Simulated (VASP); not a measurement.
# Lu (P6/mmm) in VASP: a series of runs, part 2 of 2

VASP 6.6.1. The steps go on from the part before.

## (4) Single point, RPBE (29.28 Å³/atom)

This run uses another cell than the first one, of 29.28 Å³/atom.

File INCAR:

```
ALGO = Normal
EDIFF = 1E-7
ENCUT = 520
GGA = RP
ISIF = 2
ISMEAR = -1
LASPH = True
LCHARG = True
LELF = True
LREAL = False
LVHAR = True
LWAVE = False
NBANDS = 44
NELM = 100
PREC = Accurate
SIGMA = 0.1
```

File KPOINTS:

```
k-points
0
Gamma
  8 8 10
```

File POSCAR:

```
Lu
1.0
    5.4528253536      0.0000000000      0.0000000000
   -2.7264126768      4.7222852786      0.0000000000
    0.0000000000      0.0000000000      3.4116566658
Lu
3
Direct
    1.0000000000      0.0000000000      0.0000000000
    0.3333333333      0.6666666667      0.5000000000
    0.6666666667      0.3333333333      0.5000000000
```

Potentials or basis: VASP PAW PBE potentials, release 64 (Lu).

On the command line:

```sh
$ cat potpaw_PBE.64/Lu/POTCAR > POTCAR
$ mpirun -np 1 vasp_std > vasp.out
```

OUTCAR:

```text
EDIFF = 1E-7
   ENCUT = 520
   GGA = RP
   ISIF = 2
   ISMEAR = -1
   LASPH = True
   LREAL = False
   NELM = 100
   PREC = Accurate

 ion  position               nearest neighbor table
   1  0.000  0.000  0.000-   2 3.58   3 3.58   2 3.58   3 3.58   2 3.58   2 3.58   3 3.58   3 3.58
                             3 3.58   3 3.58   2 3.58   2 3.58
   2  0.333  0.667  0.500-   3 3.15   3 3.15   3 3.15   1 3.58   1 3.58   1 3.58   1 3.58   1 3.58
                             1 3.58
   3  0.667  0.333  0.500-   2 3.15   2 3.15   2 3.15   1 3.58   1 3.58   1 3.58   1 3.58   1 3.58
                             1 3.58

  LATTYP: Found a hexagonal cell.
 ALAT       =     5.4528253536
 C/A-ratio  =     0.6256676942

  Lattice vectors:

 A1 = (   5.4528253536,   0.0000000000,   0.0000000000)
 A2 = (  -2.7264126768,   4.7222852786,   0.0000000000)
 A3 = (   0.0000000000,   0.0000000000,   3.4116566658)

Analysis of symmetry for initial positions (statically):
=====================================================================
 Subroutine PRICEL returns:
 Original cell was already a primitive cell.

 Routine SETGRP: Setting up the symmetry group for a
 hexagonal supercell.

 Subroutine GETGRP returns: Found 24 space group operations
 (whereof 24 operations were pure point group operations)
 out of a pool of 24 trial point group operations.

The static configuration has the point symmetry D_6h.

Analysis of symmetry for dynamics (positions and initial velocities):
=====================================================================
 Subroutine PRICEL returns:
 Original cell was already a primitive cell.

 Routine SETGRP: Setting up the symmetry group for a
 hexagonal supercell.

 Subroutine GETGRP returns: Found 24 space group operations
 (whereof 24 operations were pure point group operations)
 out of a pool of 24 trial point group operations.

The dynamic configuration has the point symmetry D_6h.

 Subroutine INISYM returns: Found 24 space group operations
 (whereof 24 operations are pure point group operations),
 and found     1 'primitive' translations

----------------------------------------------------------------------------------------

                                     Primitive cell

  volume of cell :      87.8495

  direct lattice vectors                    reciprocal lattice vectors
     5.452825354  0.000000000  0.000000000     0.183391166  0.105880939  0.000000000
    -2.726412677  4.722285279  0.000000000     0.000000000  0.211761878  0.000000000
     0.000000000  0.000000000  3.411656666     0.000000000  0.000000000  0.293112730

  length of vectors
     5.452825354  5.452825354  3.411656666     0.211761878  0.211761878  0.293112730

  position of ions in fractional coordinates (direct lattice)
     0.000000000  0.000000000  0.000000000
     0.333333333  0.666666667  0.500000000
     0.666666667  0.333333333  0.500000000

  ion indices of the primitive-cell ions
   primitive index   ion index
                 1           1
                 2           2
                 3           3

----------------------------------------------------------------------------------------

 KPOINTS: k-points

Automatic generation of k-mesh.
 Grid dimensions read from file:
 generate k-points for:    8    8   10

 Generating k-lattice:

  Cartesian coordinates                     Fractional coordinates (reciprocal lattice)
     0.022923896  0.013235117  0.000000000     0.125000000  0.000000000  0.000000000
     0.000000000  0.026470235  0.000000000     0.000000000  0.125000000  0.000000000
     0.000000000  0.000000000  0.029311273     0.000000000  0.000000000  0.100000000

  Length of vectors
     0.026470235  0.026470235  0.029311273

  Shift w.r.t. Gamma in fractional coordinates (k-lattice)
     0.000000000  0.000000000  0.000000000

 Subroutine IBZKPT returns following result:
 ===========================================

 Found     60 irreducible k-points:

 Following reciprocal coordinates:
            Coordinates               Weight
  0.000000  0.000000  0.000000      1.000000
  0.125000  0.000000  0.000000      6.000000
  0.250000  0.000000  0.000000      6.000000
  0.375000  0.000000  0.000000      6.000000
  0.500000  0.000000  0.000000      3.000000
  0.125000  0.125000  0.000000      6.000000
[... 16 lines left out ...]
  0.250000  0.000000  0.200000     12.000000
  0.375000  0.000000  0.200000     12.000000
 [... further k-points ...]
   k-points           NKPTS =     60   k-points in BZ     NKDIM =     60   number of bands    NBANDS=     44
   number of dos      NEDOS =    301   number of ions     NIONS =      3
   total plane-waves  NPLWV =  49392
   dimension x,y,z NGX =    42 NGY =   42 NGZ =   28
   dimension x,y,z NGXF=    84 NGYF=   84 NGZF=   56
   ions per type =               3
   NGX,Y,Z   is equivalent  to a cutoff of  12.80, 12.80, 13.64 a.u.
   NGXF,Y,Z  is equivalent  to a cutoff of  25.61, 25.61, 27.29 a.u.
 SYSTEM =  unknown system
   PREC   = accura    normal or accurate (medium, high low for compatibility)
   ISTART =      0    job   : 0-new  1-cont  2-samecut
   ICHARG =      2    charge: 1-file 2-atom 10-const
   ISPIN  =      1    spin polarized calculation?
   LNONCOLLINEAR =      F non collinear calculations
   LSORBIT =      F    spin-orbit coupling
   LASPH  =      T    aspherical Exc in radial PAW
   ENCUT  =  520.0 eV  38.22 Ry    6.18 a.u.  10.14 10.14  6.34*2*pi/ulx,y,z
   NELM   =    100;   NELMIN=  2; NELMDL= -5     # of ELM steps
   EDIFF  = 0.1E-06   stopping-criterion for ELM
   LREAL  =      F    real-space projection
   EDIFFG = 0.1E-05   stopping-criterion for IOM
   NSW    =      0    number of steps for IOM
   IBRION =     -1    ionic relax: 0-MD 1-quasi-New 2-CG
   NFREE  =      0    steps in history (QN), initial steepest desc. (CG)
   ISIF   =      2    stress and relaxation
   ISYM   =      2    0-nonsym 1-usesym 2-fastsym
   POTIM  = 0.5000    time-step for ionic-motion
   TEBEG  =    0.0;   TEEND  =   0.0 temperature during run
   PSTRESS=    0.0 pullay stress
   NELECT =      75.0000    total number of electrons
   NUPDOWN=      -1.0000    fix difference up-down
   EMIN   =  10.00;   EMAX   =-10.00  energy-range for DOS
   EFERMI =   0.00;   METHOD = LEGACY
   ISMEAR =    -1;   SIGMA  =   0.10  broadening in eV -4-tet -1-fermi 0-gaus
   EFERMI_NEDOS =   21; number of points for ismear=-14 and -15
   IALGO  =     38    algorithm
   IMIX   =      4    mixing-type and parameters
     AMIX     =   0.40;   BMIX     =  1.00
     AMIX_MAG =   1.60;   BMIX_MAG =  1.00
  volume/ion in A,a.u.               =      29.28       197.61
  Fermi-wavevector in a.u.,A,eV,Ry     =   1.553038  2.934817 32.816279  2.411928
  Thomas-Fermi vector in A             =   2.657327
   LORBIT       =      0    0 simple, 1 ext, 2 COOP (PROOUT), +10 PAW based schemes
   GGA     = RP    functional components
   LHFCALC =     F    Hartree Fock is set to
   AEXX    =    0.0000 exact exchange contribution
   IVDW    =     0    specifies the selected vdW correction
   LEPSILON=     F    determine dielectric tensor
   LRPA    =     F    only Hartree local field effects (RPA)
 non-spin polarized calculation
  energy-cutoff  :      520.00
  volume of cell :       87.85
 maximum number of plane-waves:      2391
 NGX is ok and might be reduce to    42
   NGX = 21   NGY = 21   NGZ = 13

 number of electron      74.9999991 magnetization

 Free energy of the ion-electron system (eV)
  ---------------------------------------------------
  ext. energy  EPLUGINS =         0.00000000
  ---------------------------------------------------
  free energy    TOTEN  =       -12.35703250 eV

  energy without entropy =      -12.18899945  energy(sigma->0) =      -12.27301597

 E-fermi :   2.2672     XC(G=0): -10.4893

 val. band max:        2.2654503417   @ k =   0.2500   0.0000   0.2000
 cond. band min:       2.2877058539   @ k =   0.3750   0.1250   0.4000
 fundamental gap:      0.0222555122
 Fermi energy:         2.2672026675

 k-point     1 :       0.0000    0.0000    0.0000
  band No.  band energies     occupation
      1     -54.0339      2.00000
      2     -53.9837      2.00000
      3     -53.8857      2.00000
      4     -24.8859      2.00000
      5     -24.8859      2.00000
      6     -24.6405      2.00000
[... 1117 lines left out ...]
     43       4.4141      0.00000
     44       5.3939      0.00000

 [... further k-points ...]

------------------------ aborting loop because EDIFF is reached ----------------------------------------

  FORCE on cell =-STRESS in cart. coord.  units (eV):
  Direction    XX          YY          ZZ          XY          YZ          ZX
  --------------------------------------------------------------------------------------
  -------------------------------------------------------------------------------------
  Total        1.0033387      1.0033387      1.0444600      0.0000000      0.0000000      0.0000000
  in kB       18.2986493     18.2986493     19.0486081      0.0000000      0.0000000      0.0000000
  external PRESSURE =      18.5486356 kB  Pullay stress =       0.0000000 kB

 VOLUME and BASIS-vectors are now :
 -----------------------------------------------------------------------------
  energy-cutoff  :      520.00
  volume of cell :       87.85
      direct lattice vectors                 reciprocal lattice vectors
     5.452825354  0.000000000  0.000000000     0.183391166  0.105880939  0.000000000
    -2.726412677  4.722285279  0.000000000     0.000000000  0.211761878  0.000000000
     0.000000000  0.000000000  3.411656666     0.000000000  0.000000000  0.293112730

 POSITION                                       TOTAL-FORCE (eV/Angst)
 -----------------------------------------------------------------------------------
      0.00000      0.00000      0.00000         0.000000      0.000000      0.000000
     -0.00000      3.14819      1.70583        -0.000000      0.000000     -0.000000
      2.72641      1.57410      1.70583         0.000000     -0.000000      0.000000
 -----------------------------------------------------------------------------------
    total drift:                                0.000000      0.000000     -0.000000

  FREE ENERGIE OF THE ION-ELECTRON SYSTEM (eV)
  ---------------------------------------------------
  free  energy   TOTEN  =       -12.3570324952 eV

  energy  without entropy=      -12.1889994469  energy(sigma->0) =      -12.27301597
```

Run time: 2.3 min. Hardware: 1 thread of Intel Xeon 6975P-C (Granite Rapids), shared host; peak memory 0.34 GiB.

Results:

```yaml
Free_energy: -12.3570 eV
Pressure: 1.9 GPa
Band_gap_on_the_k_mesh: zero (an odd number of electrons rules out a gap without spin polarisation)
```

Levels at points of the mesh, in eV from the Fermi level:
| k point | band 36 | band 37 | band 38 | band 39 | band 40 | band 41 |
| --- | --- | --- | --- | --- | --- | --- |
| (0.00, 0.00, 0.00) | -0.03 | -0.03 | 0.02 | 0.02 | 0.22 | 2.14 |
| (0.50, 0.00, 0.00) | -2.27 | 0.59 | 0.75 | 0.82 | 0.88 | 1.26 |
| (0.00, 0.00, 0.50) | -1.04 | -1.04 | -0.61 | -0.61 | 2.02 | 2.02 |
| (0.50, 0.00, 0.50) | -0.79 | -0.28 | -0.11 | -0.04 | 0.51 | 1.73 |

Caveat: the PAW data sets were made with another functional, which shifts forces and pressure a little; spin-orbit coupling is left out, which moves the levels of the heavy elements.

## (5) Single point, RPBE (30.50 Å³/atom)

This run uses another cell than the first one, of 30.50 Å³/atom.

File INCAR:

```
SYSTEM = Lu
ALGO     = Normal         ! electronic algorithm
EDIFF    = 1E-6           ! SCF threshold, eV
ENCUT    = 520            ! plane-wave cutoff, eV
GGA      = RP             ! functional
ISIF     = 2              ! what is computed and relaxed
ISMEAR   = -1             ! smearing method
LASPH    = .TRUE.         ! aspherical terms in the spheres
LCHARG   = .FALSE.        ! write CHGCAR
LREAL    = .FALSE.        ! projectors in reciprocal space
LWAVE    = .FALSE.        ! write WAVECAR
NBANDS   = 44             ! bands
NELM     = 60             ! most SCF steps
PREC     = Accurate       ! precision mode
SIGMA    = 0.1            ! smearing width, eV
```

File KPOINTS:

```
k-points
0
G
  8 8 10
  0 0 0
```

File POSCAR:

```
Lu
1.0
    5.5275308745      0.0000000000      0.0000000000
   -2.7637654372      4.7869821575      0.0000000000
    0.0000000000      0.0000000000      3.4583974968
Lu
3
Direct
    1.0000000000      0.0000000000      0.0000000000
    0.3333333333      0.6666666667      0.5000000000
    0.6666666667      0.3333333333      0.5000000000
```

Potentials or basis: VASP PAW PBE potentials, release 64 (Lu).

On the command line:

```sh
$ cat potpaw_PBE.64/Lu/POTCAR > POTCAR
$ mpirun -np 1 vasp_std > vasp.out
```

OUTCAR:

```text
SYSTEM = Lu
   EDIFF = 1E-6
   ENCUT = 520
   GGA = RP
   ISIF = 2
   ISMEAR = -1
   LASPH = .TRUE.
   LREAL = .FALSE.
   NELM = 60
   PREC = Accurate

 ion  position               nearest neighbor table
   1  0.000  0.000  0.000-   2 3.63   3 3.63   2 3.63   3 3.63   2 3.63   2 3.63   3 3.63   3 3.63
                             3 3.63   3 3.63   2 3.63   2 3.63
   2  0.333  0.667  0.500-   3 3.19   3 3.19   3 3.19   1 3.63   1 3.63   1 3.63   1 3.63   1 3.63
                             1 3.63
   3  0.667  0.333  0.500-   2 3.19   2 3.19   2 3.19   1 3.63   1 3.63   1 3.63   1 3.63   1 3.63
                             1 3.63

  LATTYP: Found a hexagonal cell.
[... 1326 lines left out ...]
  --------------------------------------------------------------------------------------
  -------------------------------------------------------------------------------------
  Total       -0.0027873     -0.0027873      0.0268179     -0.0000000      0.0000000      0.0000000
  in kB       -0.0488007     -0.0488007      0.4695350     -0.0000000      0.0000000      0.0000000
  external PRESSURE =       0.1239779 kB  Pullay stress =       0.0000000 kB

 VOLUME and BASIS-vectors are now :
 -----------------------------------------------------------------------------
  energy-cutoff  :      520.00
  volume of cell :       91.51
      direct lattice vectors                 reciprocal lattice vectors
     5.527530875  0.000000000  0.000000000     0.180912603  0.104449940  0.000000000
    -2.763765437  4.786982157  0.000000000     0.000000000  0.208899880  0.000000000
     0.000000000  0.000000000  3.458397497     0.000000000  0.000000000  0.289151262

 POSITION                                       TOTAL-FORCE (eV/Angst)
 -----------------------------------------------------------------------------------
      0.00000      0.00000      0.00000        -0.000000      0.000000      0.000000
     -0.00000      3.19132      1.72920        -0.000000     -0.000000      0.000000
      2.76377      1.59566      1.72920         0.000000     -0.000000      0.000000
 -----------------------------------------------------------------------------------
    total drift:                                0.000000      0.000000     -0.000000

  FREE ENERGIE OF THE ION-ELECTRON SYSTEM (eV)
  ---------------------------------------------------
  free  energy   TOTEN  =       -12.3803256613 eV

  energy  without entropy=      -12.2074205364  energy(sigma->0) =      -12.29387310
```

Run time: 2 min. Hardware: 1 thread of Intel Xeon 6975P-C (Granite Rapids), shared host; peak memory 0.34 GiB.

What came out:

```
Free energy            : -12.3803 eV
Pressure               : 0.0 GPa
Band gap on the k mesh : zero (an odd number of electrons rules out a gap without spin polarisation)
```

Caveat: the PAW data sets were made with another functional, which shifts forces and pressure a little; spin-orbit coupling is left out, which moves the levels of the heavy elements.

## (6) Summary

| cell | gap on the mesh (eV) | pressure (GPa) |
| --- | --- | --- |
| a = 5.297, b = 5.297, c = 3.314 Å, angles 90.0, 90.0, 120.0°, 3 atoms | none | 6.7 |
| a = 5.376, b = 5.376, c = 3.364 Å, angles 90.0, 90.0, 120.0°, 3 atoms | none | 4.1 |
| a = 5.453, b = 5.453, c = 3.412 Å, angles 90.0, 90.0, 120.0°, 3 atoms | none | 1.9 |
| a = 5.528, b = 5.528, c = 3.458 Å, angles 90.0, 90.0, 120.0°, 3 atoms | none | 0.0 |

Alike in all rows: task single point; level RPBE; potentials or basis VASP PAW PBE potentials, release 64 (Lu); no spin polarisation; k mesh 8 × 8 × 10; cutoff (eV) 520; smearing fermi-dirac 0.1 eV.

Caveats: the PAW data sets were made with another functional, which shifts forces and pressure a little; spin-orbit coupling is left out, which moves the levels of the heavy elements; the cell stands under pressure (at least some runs).

Total energies depend on the potentials used, so only differences within one code and one set of settings carry meaning.

The gap in the log of VASP goes by the Fermi energy; the results here count the filled bands.